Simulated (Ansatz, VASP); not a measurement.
## One calculation of Cu, two programs

```xyz
1
Lattice="0.0000 1.7818 1.7818 1.7818 0.0000 1.7818 1.7818 1.7818 0.0000" Properties=species:S:1:pos:R:3 pbc="T T T"
Cu    0.0000    0.0000    0.0000
```

Alike in both runs: functional PBEsol; k mesh 10 × 10 × 10; occupations gaussian, width 0.1 eV; no spin polarisation.

Ansatz relaxed the structure, and its values are those at the end. VASP's run is a single point on that final structure, the one shown.

|  | VASP | Ansatz |
| --- | --- | --- |
| version | VASP 6.6.1 | Ansatz 0.2.0 |
| potentials or method | VASP PAW PBE potentials, release 64 (Cu), cutoff 520 eV | scalar-relativistic, plane waves, PAW |
| valence electrons in the cell | 11 | 19 |

```tsv
	VASP	Ansatz	Ansatz less VASP
gap on the k mesh at the Fermi level (eV)	none	none	-
pressure (GPa)	0.7	0.0	-0.75
```

VASP's potentials were made for PBE, not for PBEsol, and Ansatz warns of the same on its side. A gap of «none» marks a metal or a gap that the smearing closes. VASP's potentials hold 11 valence electrons a cell and Ansatz's 19, so a difference there can come from the potentials and not from the codes.
